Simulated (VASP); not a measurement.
Here is a VASP 6.6.1 calculation.

Contents of INCAR:

```
ALGO = Normal ; EDIFF = 1E-7
ENCUT = 520 ; GGA = RE
ISIF = 2 ; ISMEAR = -1
LASPH = True ; LCHARG = False
LREAL = False ; LWAVE = False
NBANDS = 19 ; NELM = 100
PREC = Accurate ; SIGMA = 0.1
```

File KPOINTS:

```
k-points
0
Gamma
  13 13 7
```

POSCAR

```
Zr
1.0
   -1.7967902865      2.1867305584      1.6014955423
    2.1867305584     -1.7967902865      1.6014955423
    3.6248910884      3.6248910884     -0.8873192202
Zr
2
Direct
    0.0415204800      0.9584795200      0.0000000000
    0.7084795200      0.2915204800      0.5000000000
```

Potentials or basis: VASP PAW PBE potentials, release 64 (Zr_sv).

Run with:

```sh
$ cat potpaw_PBE.64/Zr_sv/POTCAR > POTCAR
$ mpirun -np 1 vasp_std > vasp.out
```

(1) What does it give for the pressure?

(2) Predict the band gap on the k mesh.

## Answers

(1) 0.0 GPa.

(2) zero (bands 12 and 13 overlap by 1.13 eV).

Caveat: the PAW data sets were made with another functional, which shifts forces and pressure a little.
